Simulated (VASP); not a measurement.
Here is a VASP 6.6.1 calculation.

INCAR

```
SYSTEM = K
PREC = Accurate
ENCUT = 520
EDIFF = 1E-6
ISMEAR = -1
SIGMA = 0.05
LREAL = .FALSE.
LASPH = .TRUE.
NELM = 60
ALGO = Normal
ISIF = 2
LWAVE = .FALSE.
LCHARG = .FALSE.
GGA = PE
NBANDS = 10
```

Contents of KPOINTS:

```
regular mesh
0
G
  7 7 7
  0 0 0
```

Contents of POSCAR:

```
K
1.0
   -2.6424908504      2.6424908504      2.6424908504
    2.6424908504     -2.6424908504      2.6424908504
    2.6424908504      2.6424908504     -2.6424908504
K
1
Direct
    0.0000000000      0.0000000000      0.0000000000
```

Potentials or basis: VASP PAW PBE potentials, release 64 (K_sv).

Launch:

```console
$ cat potpaw_PBE.64/K_sv/POTCAR > POTCAR
$ mpirun -np 1 vasp_std > vasp.out
```

**Question.** What does it give for the pressure?

**Answer.** 0.0 GPa.
